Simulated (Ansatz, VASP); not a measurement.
## SiC: VASP beside Ansatz

INCAR

```
SYSTEM = SiC
PREC = Accurate
ENCUT = 520
EDIFF = 1E-6
ISMEAR = 0
SIGMA = 0.05
LREAL = .False.
LASPH = .True.
NELM = 100
ALGO = Normal
ISIF = 2
LWAVE = .False.
LCHARG = .True.
GGA = PE
LELF = .True.
LVHAR = .True.
NBANDS = 11
```

Contents of KPOINTS:

```
Automatic mesh
0
Gamma
  12 12 12
  0 0 0
```

File POSCAR:

```
SiC
1.0
    0.0000000000      2.2896454437      2.2896454437
    2.2896454437      0.0000000000      2.2896454437
    2.1948541223      2.1948541223      0.0947913214
Si C
1 1
Direct
    0.0000000000      0.0000000000      0.0000000000
    0.7500000000      0.7500000000      0.7500000000
```

Input for Ansatz:

```yaml
crystal:
  lattice:
    - [0.0, 2.2896454437, 2.2896454437]
    - [2.2896454437, 0.0, 2.2896454437]
    - [2.1948541223, 2.1948541223, 0.0947913214]
  atoms:
    - { symbol: Si, position: [0.0, 0.0, 0.0] }
    - { symbol: C, position: [0.75, 0.75, 0.75] }
basis:
  ecutwfc: 520.0
kpoints:
  mp_grid: { grid: [12, 12, 12] }
hamiltonian:
  xc: pbe
scf:
  occupations: { method: gaussian, width: 0.05 }
output:
  forces: true
  stress: true
  eigenvalues: true
```

Alike in both runs: task single point; functional PBE; k mesh 12 × 12 × 12; occupations gaussian, width 0.05 eV; no spin polarisation.

```csv
,VASP,Ansatz
version,VASP 6.6.1,Ansatz 0.2.0
potentials or method,"VASP PAW PBE potentials, release 64 (Si, C), cutoff 520 eV","scalar-relativistic, plane waves, PAW"
valence electrons in the cell,8,8
```

```csv
,VASP,Ansatz,Ansatz less VASP
gap on the k mesh at the Fermi level (eV),1.21,1.22,+0.005
least direct gap on the mesh (eV),4.05,4.05,+0.004
pressure (GPa),-11.8,-11.8,+0.01
"traceless stress, the component that is largest in VASP (GPa)",9.78,9.74,-0.034
rms of the force components (eV/Å),0.294,0.294,+0.0001
```

Atom by atom the forces differ by 0.000 eV/Å (rms over components). With one functional, cell and mesh, what is left measures potentials, basis and numerics.
